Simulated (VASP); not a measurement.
B5C:

```
B C
1.0
     4.20719    0.00000    0.00000
    -2.10359    3.64353    0.00000
     0.00000    0.00000    3.52013
B C
5 1
Direct
  0.33333 0.66667 0.00000
  0.66667 0.33333 0.00000
  0.50000 0.00000 0.50000
  0.50000 0.50000 0.50000
  0.00000 0.50000 0.50000
  0.00000 0.00000 0.00000
```

The cell was generated, and may not be a known phase.

```yaml
Program: VASP 6.6.1
Task: relaxation of cell and atoms
Functional: PBE
Potentials_or_basis: VASP PAW PBE potentials, release 64 (B, C)
Cutoff: 600 eV
k_mesh: 6 × 6 × 6
Occupations: gaussian, width 0.1 eV
Spin: no spin polarisation
```

At the start: pressure -36.1 GPa; volume 8.99 Å³/atom.

**Question.** How do energy, volume and symmetry change on relaxing?

**Answer.** Over 13 steps the energy falls by 421.7 meV/atom and the volume is 6.92 Å³/atom (-23.0 %); space group P6/mmm (No. 191, to 0.1 Å) before and after.

The path:
```tsv
step	energy change (eV)	largest force (eV/Å)	pressure (GPa)	volume (Å³)
1	0.0000	0.0000	-36.09	53.96
2	-2.1902	0.0000	2.10	39.61
3	-2.2057	0.0000	0.80	39.81
4	-2.2418	0.0000	1.48	39.89
5	-2.4077	0.0000	4.35	40.07
6	-2.2419	0.0000	13.19	40.11
7	-2.4797	0.0000	6.25	40.13
8	-2.4781	0.0000	8.30	40.15
9	-2.5008	0.0000	7.06	40.14
10	-2.5170	0.0000	4.43	40.77
11	-2.5178	0.0000	3.72	40.94
12	-2.5275	0.0000	1.83	41.24
13	-2.5304	0.0000	-0.04	41.54
```

Final structure:
```
B C
1.0
     4.09695    0.00000    0.00000
    -2.04848    3.54806    0.00000
     0.00000    0.00000    2.85738
B C
5 1
Cartesian
  0.0000 2.3654 2.8574
  2.0485 1.1827 0.0000
  2.0485 0.0000 1.4287
  1.0242 1.7740 1.4287
  -1.0242 1.7740 1.4287
  0.0000 0.0000 0.0000
```

Caveat: the volume moved by over 15 % at a fixed basis, so the end points are rough; the highest band is partly filled, so the run has too few bands.
